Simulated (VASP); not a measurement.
Input of a VASP 6.6.1 run:

The input INCAR:

```
SYSTEM = Si4C5
ALGO     = Normal         ! electronic algorithm
DIPOL    = 0.5 0.5 0.347
EDIFF    = 1E-6           ! SCF threshold, eV
ENCUT    = 520            ! plane-wave cutoff, eV
GGA      = PE             ! functional
IDIPOL   = 3            
ISIF     = 2              ! what is computed and relaxed
ISMEAR   = 0              ! smearing method
ISPIN    = 2              ! spin polarisation
LASPH    = .True.         ! aspherical terms in the spheres
LCHARG   = .False.        ! write CHGCAR
LDIPOL   = .True.       
LORBIT   = 11             ! projections on sites
LREAL    = .False.        ! projectors in reciprocal space
LWAVE    = .False.        ! write WAVECAR
MAGMOM   = 0 0 0 0 2 0 0 0 0 ! initial moments
NBANDS   = 32             ! bands
NELM     = 150            ! most SCF steps
PREC     = Accurate       ! precision mode
SIGMA    = 0.05           ! smearing width, eV
```

File KPOINTS:

```
k-points
0
Gamma
  9 9 1
  0 0 0
```

POSCAR

```
Si4C5
1.0
    3.0920147208      0.0000000000      0.0000000000
   -1.5460073604      2.6777632971      0.0000000000
    0.0000000000      0.0000000000     25.2337106667
C Si
5 4
Direct
    0.3333333333      0.6666666667      0.1585181051
    0.6666666667      0.3333333333      0.2590546646
    0.3333333333      0.6666666667      0.3607902149
    0.6666666667      0.3333333333      0.4623551549
    0.6666666667      0.3333333333      0.5462419241
    0.6666666667      0.3333333333      0.1834768895
    0.3333333333      0.6666666667      0.2840134490
    0.6666666667      0.3333333333      0.3842867907
    0.3333333333      0.6666666667      0.4848161584
```

Potentials or basis: VASP PAW PBE potentials, release 64 (C, Si).

Command:

```sh
$ cat potpaw_PBE.64/C/POTCAR potpaw_PBE.64/Si/POTCAR > POTCAR
$ mpirun -np 1 vasp_std > vasp.out
```

Q: Estimate the net moment.

A: 0.00 μB per cell.

Q: Estimate the band gap on the k mesh.

A: Zero (filled and empty bands overlap).

Q: What does it give for the largest force?

A: 3.579 eV/Å.

Forces on the atoms (eV/Å):
```
C    0.000  0.000  2.362
C    0.000  0.000  1.435
C    0.000  0.000  0.375
C    0.000  0.000 -1.182
C    0.000  0.000 -2.411
Si   0.000  0.000 -2.959
Si   0.000  0.000 -0.997
Si   0.000  0.000 -0.201
Si   0.000  0.000  3.579
```
